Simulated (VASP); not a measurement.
# Li17H16 (a cell with a defect) in VASP: further runs

The runs below take Li17H16 (a cell with a defect) through single point, with PBE.

Everything below comes from runs of VASP 6.6.1. Logs are shortened: lines on timing, memory, paths and dates and some standing lists are left out, and cuts for length are marked.

**1. The cell of the first run**

The cell holds a defect, 33 atoms: a = 6.941 Å, b = 6.941 Å, c = 6.941 Å, α = 109.47°, β = 109.47°, γ = 109.47°.

**2. Single point, PBE**

INCAR

```
PREC     = Accurate       # precision mode
ENCUT    = 520            # plane-wave cutoff, eV
EDIFF    = 1E-6           # SCF threshold, eV
ISMEAR   = 0              # smearing method
SIGMA    = 0.02           # smearing width, eV
LREAL    = Auto         
LASPH    = T              # aspherical terms in the spheres
NELM     = 100            # most SCF steps
ALGO     = Normal         # electronic algorithm
ISIF     = 2              # what is computed and relaxed
LWAVE    = F              # write WAVECAR
LCHARG   = F              # write CHGCAR
GGA      = PE             # functional
NBANDS   = 56             # bands
```

KPOINTS

```
Automatic mesh
0
Gamma
  2 2 2
  0.5 0.5 0.5
```

POSCAR

```
Li17H16
1.0
    4.0071000521     -4.0071000521     -4.0071000521
   -4.0071000521     -4.0071000521      4.0071000521
   -4.0071000521      4.0071000521     -4.0071000521
Li H
17 16
Direct
    0.2403609811      0.7471132393      0.0044373736
    0.2397931141      1.0047465618      0.7474083405
    0.2602317103      0.2576328234      0.5150383003
    0.0027789423      0.7475930127      0.2471359555
    0.2597088883      0.5141855639      0.2567718516
    1.0917482576      1.0686822002      1.0699727844
    0.0024907040      0.2469764885      0.7475952587
    0.7495623920      0.7526263285      0.4567334172
   -0.0213078034      0.4840726398      0.4839796798
    0.7503081932      0.9956604398      0.2402857397
    0.7497450677      0.2400907109     -0.0046761997
    0.4085750240      0.7282179037      0.7270315096
    0.7503331489      0.4573521939      0.7530181330
    0.4972942961      0.9944791615      0.4948390293
    0.5214638948      0.2553643500      0.2553995375
    0.4974736029      0.4950722403     -0.0056141598
    0.7502559110      0.7858967730      0.7856406027
    0.2309052651      0.4906972560      0.7450618805
    0.2302104984      0.7448824490      0.4899418468
    0.2699283736      0.0098045967      0.2647398333
    0.0014658980      0.4925866523     -0.0008514886
    0.2691831963      0.2642482060      0.0098762196
   -0.0107038755      0.7652667665      0.7652479250
    0.0015331536     -0.0005281875      0.4931419167
    0.7500105964      0.4937414774      0.2442319850
    0.0099009257      0.2507889713      0.2507697554
    0.7509965963      0.7438525271      0.0118037981
    0.7489630808      0.0110461430      0.7427476133
    0.5109871162      0.5262350509      0.5261016627
    0.7500648751      0.2443456583      0.4937399801
    0.4985738998      0.7477296451      0.2410364072
    0.4901975180     -0.0090544283     -0.0091014698
    0.4984749505      0.2417200687      0.7479490058
```

Potentials or basis: VASP PAW PBE potentials, release 64 (Li_sv, H).

Run with:

```console
> cat potpaw_PBE.64/Li_sv/POTCAR potpaw_PBE.64/H/POTCAR > POTCAR
> mpirun -np 1 vasp_std > vasp.out
```

OUTCAR:

```text
PREC = Accurate
   ENCUT = 520
   EDIFF = 1E-6
   ISMEAR = 0
   LREAL = Auto
   LASPH = T
   NELM = 100
   ISIF = 2
   GGA = PE

 ion  position               nearest neighbor table
   1  0.240  0.747  0.004-  12 2.55
   2  0.240  0.005  0.747-  12 2.55
   3  0.260  0.258  0.515-   6 2.55
   4  0.003  0.748  0.247-
   5  0.260  0.514  0.257-   6 2.55
   6  0.092  0.069  0.070-  17 2.14  15 2.45   3 2.55   5 2.55
   7  0.002  0.247  0.748-
   8  0.750  0.753  0.457-  17 2.21
   9  0.979  0.484  0.484-  12 2.45  15 2.59
  10  0.750  0.996  0.240-
  11  0.750  0.240  0.995-
  12  0.409  0.728  0.727-  17 2.14   9 2.45   2 2.55   1 2.55
  13  0.750  0.457  0.753-  17 2.22
  14  0.497  0.994  0.495-
  15  0.521  0.255  0.255-   6 2.45   9 2.59
  16  0.497  0.495  0.994-
  17  0.750  0.786  0.786-  28 1.69  27 1.69   6 2.14  12 2.14   8 2.21  13 2.22
  18  0.231  0.491  0.745-
  19  0.230  0.745  0.490-
  20  0.270  0.010  0.265-
  21  0.001  0.493  0.999-
  22  0.269  0.264  0.010-
  23  0.989  0.765  0.765-
  24  0.002  0.999  0.493-
  25  0.750  0.494  0.244-
  26  0.010  0.251  0.251-
  27  0.751  0.744  0.012-  17 1.69
  28  0.749  0.011  0.743-  17 1.69
  29  0.511  0.526  0.526-
  30  0.750  0.244  0.494-
  31  0.499  0.748  0.241-
  32  0.490  0.991  0.991-
  33  0.498  0.242  0.748-

  LATTYP: Found a body centered cubic cell.
 ALAT       =     8.0142001042

  Lattice vectors:

 A1 = (   4.0071000521,  -4.0071000521,  -4.0071000521)
 A2 = (  -4.0071000521,  -4.0071000521,   4.0071000521)
 A3 = (  -4.0071000521,   4.0071000521,  -4.0071000521)

Analysis of symmetry for initial positions (statically):
=====================================================================
 Subroutine PRICEL returns:
 Original cell was already a primitive cell.

 Routine SETGRP: Setting up the symmetry group for a
 body centered cubic supercell.

 Subroutine GETGRP returns: Found  1 space group operations
 (whereof  1 operations were pure point group operations)
 out of a pool of 48 trial point group operations.

The static configuration has the point symmetry C_1 .

Analysis of symmetry for dynamics (positions and initial velocities):
=====================================================================
 Subroutine PRICEL returns:
 Original cell was already a primitive cell.

 Routine SETGRP: Setting up the symmetry group for a
 body centered cubic supercell.

 Subroutine GETGRP returns: Found  1 space group operations
 (whereof  1 operations were pure point group operations)
 out of a pool of 48 trial point group operations.

The dynamic configuration has the point symmetry C_1 .

 Subroutine INISYM returns: Found  1 space group operations
 (whereof  1 operations are pure point group operations),
 and found     1 'primitive' translations

----------------------------------------------------------------------------------------

                                     Primitive cell

  volume of cell :     257.3656

  direct lattice vectors                    reciprocal lattice vectors
     4.007100052 -4.007100052 -4.007100052     0.000000000 -0.124778517 -0.124778517
    -4.007100052 -4.007100052  4.007100052    -0.124778517 -0.124778517  0.000000000
    -4.007100052  4.007100052 -4.007100052    -0.124778517  0.000000000 -0.124778517

  length of vectors
     6.940500881  6.940500881  6.940500881     0.176463470  0.176463470  0.176463470

  position of ions in fractional coordinates (direct lattice)
     0.240360981  0.747113239  0.004437374
     0.239793114  0.004746562  0.747408341
     0.260231710  0.257632823  0.515038300
     0.002778942  0.747593013  0.247135955
     0.259708888  0.514185564  0.256771852
     0.091748258  0.068682200  0.069972784
[... 25 lines left out ...]
     0.490197518  0.990945572  0.990898530
     0.498474950  0.241720069  0.747949006

  ion indices of the primitive-cell ions
   primitive index   ion index
                 1           1
                 2           2
                 3           3
                 4           4
                 5           5
                 6           6
[... 25 lines left out ...]
                32          32
                33          33

----------------------------------------------------------------------------------------

 KPOINTS: Automatic mesh

Automatic generation of k-mesh.
 Grid dimensions read from file:
 generate k-points for:    2    2    2

 Generating k-lattice:

  Cartesian coordinates                     Fractional coordinates (reciprocal lattice)
     0.000000000 -0.062389258 -0.062389258     0.500000000  0.000000000  0.000000000
    -0.062389258 -0.062389258  0.000000000     0.000000000  0.500000000  0.000000000
    -0.062389258  0.000000000 -0.062389258     0.000000000  0.000000000  0.500000000

  Length of vectors
     0.088231735  0.088231735  0.088231735

  Shift w.r.t. Gamma in fractional coordinates (k-lattice)
     0.500000000  0.500000000  0.500000000

 Subroutine IBZKPT returns following result:
 ===========================================

 Found      4 irreducible k-points:

 Following reciprocal coordinates:
            Coordinates               Weight
  0.250000  0.250000  0.250000      2.000000
 -0.250000  0.250000  0.250000      2.000000
  0.250000 -0.250000  0.250000      2.000000
  0.250000  0.250000 -0.250000      2.000000
   k-points           NKPTS =      4   k-points in BZ     NKDIM =      4   number of bands    NBANDS=     56
   number of dos      NEDOS =    301   number of ions     NIONS =     33
   total plane-waves  NPLWV = 157464
   dimension x,y,z NGX =    54 NGY =   54 NGZ =   54
   dimension x,y,z NGXF=   108 NGYF=  108 NGZF=  108
   ions per type =              17  16
   NGX,Y,Z   is equivalent  to a cutoff of  12.93, 12.93, 12.93 a.u.
   NGXF,Y,Z  is equivalent  to a cutoff of  25.87, 25.87, 25.87 a.u.
 SYSTEM =  unknown system
   PREC   = accura    normal or accurate (medium, high low for compatibility)
   ISTART =      0    job   : 0-new  1-cont  2-samecut
   ICHARG =      2    charge: 1-file 2-atom 10-const
   ISPIN  =      1    spin polarized calculation?
   LNONCOLLINEAR =      F non collinear calculations
   LSORBIT =      F    spin-orbit coupling
   LASPH  =      T    aspherical Exc in radial PAW
   ENCUT  =  520.0 eV  38.22 Ry    6.18 a.u.  12.90 12.90 12.90*2*pi/ulx,y,z
   NELM   =    100;   NELMIN=  2; NELMDL= -5     # of ELM steps
   EDIFF  = 0.1E-05   stopping-criterion for ELM
   LREAL  =      T    real-space projection
   EDIFFG = 0.1E-04   stopping-criterion for IOM
   NSW    =      0    number of steps for IOM
   IBRION =     -1    ionic relax: 0-MD 1-quasi-New 2-CG
   NFREE  =      0    steps in history (QN), initial steepest desc. (CG)
   ISIF   =      2    stress and relaxation
   ISYM   =      2    0-nonsym 1-usesym 2-fastsym
   POTIM  = 0.5000    time-step for ionic-motion
   TEBEG  =    0.0;   TEEND  =   0.0 temperature during run
   PSTRESS=    0.0 pullay stress
   NELECT =      67.0000    total number of electrons
   NUPDOWN=      -1.0000    fix difference up-down
   EMIN   =  10.00;   EMAX   =-10.00  energy-range for DOS
   EFERMI =   0.00;   METHOD = LEGACY
   ISMEAR =     0;   SIGMA  =   0.02  broadening in eV -4-tet -1-fermi 0-gaus
   EFERMI_NEDOS =   21; number of points for ismear=-14 and -15
   IALGO  =     38    algorithm
   IMIX   =      4    mixing-type and parameters
     AMIX     =   0.40;   BMIX     =  1.00
     AMIX_MAG =   1.60;   BMIX_MAG =  1.00
  volume/ion in A,a.u.               =       7.80        52.63
  Fermi-wavevector in a.u.,A,eV,Ry     =   1.045321  1.975370 14.867025  1.092696
  Thomas-Fermi vector in A             =   2.180111
   LORBIT       =      0    0 simple, 1 ext, 2 COOP (PROOUT), +10 PAW based schemes
   GGA     = PE    functional components
   LHFCALC =     F    Hartree Fock is set to
   AEXX    =    0.0000 exact exchange contribution
   IVDW    =     0    specifies the selected vdW correction
   LEPSILON=     F    determine dielectric tensor
   LRPA    =     F    only Hartree local field effects (RPA)
 non-spin polarized calculation
 Gauss-broadening in eV      SIGMA  =   0.02
  energy-cutoff  :      520.00
  volume of cell :      257.37
 maximum number of plane-waves:      6927
 NGX is ok and might be reduce to    54
   NGX = 25   NGY = 25   NGZ = 25

 number of electron      66.9999999 magnetization

 Free energy of the ion-electron system (eV)
  ---------------------------------------------------
  ext. energy  EPLUGINS =         0.00000000
  ---------------------------------------------------
  free energy    TOTEN  =       -97.11634639 eV

  energy without entropy =      -97.11534204  energy(sigma->0) =      -97.11584422

 E-fermi :   3.6979     XC(G=0):  -8.6588

 val. band max:        3.6674261061   @ k =   0.2500   0.2500  -0.2500
 cond. band min:       3.7246022022   @ k =  -0.2500   0.2500   0.2500
 fundamental gap:      0.0571760961
 Fermi energy:         3.6979145409

 k-point     1 :       0.2500    0.2500    0.2500
  band No.  band energies     occupation
      1     -44.1996      2.00000
      2     -44.0928      2.00000
      3     -44.0873      2.00000
      4     -44.0841      2.00000
      5     -44.0207      2.00000
      6     -43.8835      2.00000
[... 37 lines left out ...]
     44       6.1555      0.00000
     45       6.2257      0.00000

 k-point     2 :      -0.2500    0.2500    0.2500
  band No.  band energies     occupation
      1     -44.1997      2.00000
      2     -44.0927      2.00000
      3     -44.0873      2.00000
      4     -44.0840      2.00000
      5     -44.0209      2.00000
      6     -43.8837      2.00000
[... 37 lines left out ...]
     44       6.4577      0.00000
     45       6.6337      0.00000

 k-point     3 :       0.2500   -0.2500    0.2500
  band No.  band energies     occupation
      1     -44.1997      2.00000
      2     -44.0929      2.00000
      3     -44.0872      2.00000
      4     -44.0841      2.00000
      5     -44.0208      2.00000
      6     -43.8837      2.00000
[... 37 lines left out ...]
     44       6.4392      0.00000
     45       6.6865      0.00000

 k-point     4 :       0.2500    0.2500   -0.2500
  band No.  band energies     occupation
      1     -44.1997      2.00000
      2     -44.0929      2.00000
      3     -44.0872      2.00000
      4     -44.0841      2.00000
      5     -44.0208      2.00000
      6     -43.8837      2.00000
[... 37 lines left out ...]
     44       6.4258      0.00000
     45       6.6795      0.00000
 [bands above 45 left out]

------------------------ aborting loop because EDIFF is reached ----------------------------------------

  FORCE on cell =-STRESS in cart. coord.  units (eV):
  Direction    XX          YY          ZZ          XY          YZ          ZX
  --------------------------------------------------------------------------------------
  -------------------------------------------------------------------------------------
  Total        7.6629071      2.9443206      3.0706071      0.0018669      0.8591248      0.0062295
  in kB       47.7038675     18.3292681     19.1154391      0.0116218      5.3483062      0.0387804
  external PRESSURE =      28.3828582 kB  Pullay stress =       0.0000000 kB

 VOLUME and BASIS-vectors are now :
 -----------------------------------------------------------------------------
  energy-cutoff  :      520.00
  volume of cell :      257.37
      direct lattice vectors                 reciprocal lattice vectors
     4.007100052 -4.007100052 -4.007100052     0.000000000 -0.124778517 -0.124778517
    -4.007100052 -4.007100052  4.007100052    -0.124778517 -0.124778517  0.000000000
    -4.007100052  4.007100052 -4.007100052    -0.124778517  0.000000000 -0.124778517

 POSITION                                       TOTAL-FORCE (eV/Angst)
 -----------------------------------------------------------------------------------
     -2.04839     -3.93913      2.01283        -0.002157      0.016670     -0.004167
     -2.05308      2.01505     -3.93680         0.000789     -0.005145      0.017997
     -2.05340     -0.01133     -2.07422        -0.000303      0.006483     -0.017577
     -3.97484     -2.01652      1.99425        -0.008710     -0.023762      0.007316
     -2.04862     -2.07216     -0.00920        -0.006567     -0.018136      0.005884
     -0.18796     -0.36247     -0.37282        -0.049339      0.005210      0.019633
[... 25 lines left out ...]
     -5.97718     -1.96446     -1.96408        -0.031573      0.009574      0.012302
     -1.96826      0.03107     -4.02595        -0.010746     -0.010034     -0.005734
 -----------------------------------------------------------------------------------
    total drift:                                0.001584     -0.003827     -0.002405

  FREE ENERGIE OF THE ION-ELECTRON SYSTEM (eV)
  ---------------------------------------------------
  free  energy   TOTEN  =       -97.1163463915 eV

  energy  without entropy=      -97.1153420445  energy(sigma->0) =      -97.11584422
```

Wall time 88 s (1 thread of Intel Xeon 6975P-C (Granite Rapids), shared host); peak memory 0.36 GiB.

Results:

```yaml
Free_energy: -97.1163 eV
Largest_force: 0.092 eV/Å
Band_gap_on_the_k_mesh: zero (an odd number of electrons rules out a gap without spin polarisation)
```

Forces on the atoms (eV/Å):
```
Li  -0.002  0.017 -0.004
Li   0.001 -0.005  0.018
Li   0.000  0.006 -0.018
Li  -0.009 -0.024  0.007
Li  -0.007 -0.018  0.006
Li  -0.049  0.005  0.020
Li  -0.009  0.008 -0.024
Li   0.027 -0.018  0.012
Li   0.010  0.008  0.009
Li  -0.001 -0.019  0.019
Li  -0.001  0.017 -0.022
Li  -0.041 -0.007 -0.018
Li   0.028  0.016 -0.014
Li  -0.014  0.023 -0.006
Li   0.007 -0.008 -0.010
Li  -0.015 -0.009  0.023
Li   0.092  0.004  0.002
H    0.008 -0.019 -0.007
H    0.008 -0.010 -0.020
H    0.008  0.010  0.019
H   -0.011  0.003  0.011
H    0.008  0.020  0.007
H    0.040 -0.011 -0.013
H   -0.011  0.010  0.006
H    0.002  0.000  0.002
H   -0.032 -0.009 -0.012
H   -0.012 -0.007  0.010
H   -0.012  0.007 -0.011
H    0.040  0.011  0.012
H    0.002  0.000 -0.002
H   -0.012 -0.003 -0.011
H   -0.032  0.010  0.012
H   -0.011 -0.010 -0.006
```

Caveat: the k points lie up to 0.55 Å⁻¹ apart, too coarse for converged energies and pressures of a metal; the cutoff is under 1.25 times the usual one of these potentials, so pressure, stress and relaxed cells hold a basis-set (Pulay) error; an odd number of electrons without spin polarisation forces a metal; a magnetic or distorted state may lie lower.

**3. Single point, PBE**

INCAR

```
PREC = Accurate
ENCUT = 520
EDIFF = 1E-7
ISMEAR = 0
SIGMA = 0.02
LREAL = Auto
LASPH = True
NELM = 60
ALGO = Normal
ISIF = 2
LWAVE = False
LCHARG = True
GGA = PE
LELF = True
LVHAR = True
NBANDS = 56
```

KPOINTS is that of step 2.

POSCAR

```
Li17H16
1.0
    4.0071000521     -4.0071000521     -4.0071000521
   -4.0071000521     -4.0071000521      4.0071000521
   -4.0071000521      4.0071000521     -4.0071000521
Li H
17 16
Direct
    0.2451467363      0.7456359864      0.0060117041
    0.2445300809      1.0064116063      0.7461042802
    0.2555196992      0.2515930441      0.5119097286
   -0.0016886277      0.7437877670      0.2509766382
    0.2548903164      0.5108672041      0.2505065975
    1.1089648230      1.0656771592      1.0670854095
   -0.0019958324      0.2508199164      0.7436045922
    0.7496598440      0.7571650222      0.4780634312
   -0.0281685005      0.4807865975      0.4806445996
    0.7503501188      0.9905775869      0.2428423267
    0.7496677051      0.2425715573     -0.0098070923
    0.3913290109      0.7081868341      0.7069004924
    0.7502968383      0.4785337214      0.7574437774
    0.5017198158      1.0027131711      0.4954666652
    0.5283328273      0.2589075607      0.2589740677
    0.5019862179      0.4956191446      0.0027469990
    0.7502349482      0.8255946837      0.8254001540
    0.2225765487      0.4854622981      0.7382305062
    0.2218543307      0.7381009861      0.4846255334
    0.2782760564      0.0128187466      0.2663270161
    0.0025406154      0.4958120521     -0.0009078885
    0.2774999340      0.2657308243      0.0129225623
   -0.0157108630      0.7795157244      0.7793542610
    0.0026030046     -0.0003407701      0.4964847331
    0.7500047318      0.4944660663      0.2481927047
    0.0034997878      0.2323535694      0.2322604846
    0.7510032095      0.7329648528      0.0197620471
    0.7488993190      0.0188756205      0.7317905622
    0.5159060101      0.5451871607      0.5451714386
    0.7500828432      0.2483078753      0.4944587044
    0.4974737277      0.7465635899      0.2432018136
    0.4965009543     -0.0211024179     -0.0210577472
    0.4974434065      0.2440010200      0.7470622049
```

Potentials or basis: VASP PAW PBE potentials, release 64 (Li_sv, H).

Run with:

```console
> cat potpaw_PBE.64/Li_sv/POTCAR potpaw_PBE.64/H/POTCAR > POTCAR
> mpirun -np 1 vasp_std > vasp.out
```

It took 97 s on 1 thread of Intel Xeon 6975P-C (Granite Rapids), shared host; peak memory 0.36 GiB.

It converged, with:

| Property | Result |
| --- | --- |
| Free energy | -97.0216 eV |
| Largest force | 0.143 eV/Å |
| Band gap on the k mesh | zero (an odd number of electrons rules out a gap without spin polarisation) |

Forces in eV/Å, atoms in the order of the input:
```
Li  -0.008  0.016  0.004
Li  -0.002  0.004  0.017
Li  -0.007 -0.003 -0.015
Li  -0.008 -0.020  0.005
Li  -0.011 -0.016 -0.003
Li  -0.062 -0.021 -0.002
Li  -0.009  0.009 -0.020
Li   0.007 -0.023  0.020
Li   0.029  0.009  0.011
Li   0.005 -0.010  0.013
Li   0.005  0.010 -0.013
Li  -0.061  0.018  0.003
Li   0.008  0.022 -0.022
Li  -0.008  0.023 -0.008
Li   0.029 -0.010 -0.012
Li  -0.010 -0.012  0.024
Li   0.143  0.000 -0.002
H    0.010 -0.017 -0.014
H    0.009 -0.017 -0.016
H    0.009  0.018  0.016
H   -0.001 -0.001  0.015
H    0.010  0.017  0.014
H    0.014  0.005  0.003
H    0.001  0.013  0.001
H    0.009  0.010 -0.008
H   -0.044 -0.006 -0.010
H   -0.019  0.003  0.003
H   -0.019 -0.003 -0.003
H    0.013 -0.005 -0.003
H    0.009 -0.010  0.008
H   -0.001  0.001 -0.015
H   -0.044  0.006  0.010
H    0.001 -0.012 -0.001
```

Levels at points of the mesh, in eV from the Fermi level:
```
           k point  band 31  band 32  band 33  band 34  band 35  band 36
(0.25, 0.25, 0.25)    -5.09    -5.08    -4.80     0.71     1.02     1.60
```

Caveat: the k points lie up to 0.55 Å⁻¹ apart, too coarse for converged energies and pressures of a metal; the cutoff is under 1.25 times the usual one of these potentials, so pressure, stress and relaxed cells hold a basis-set (Pulay) error; an odd number of electrons without spin polarisation forces a metal; a magnetic or distorted state may lie lower.

The gap in the log of VASP goes by the Fermi energy; the results here count the filled bands.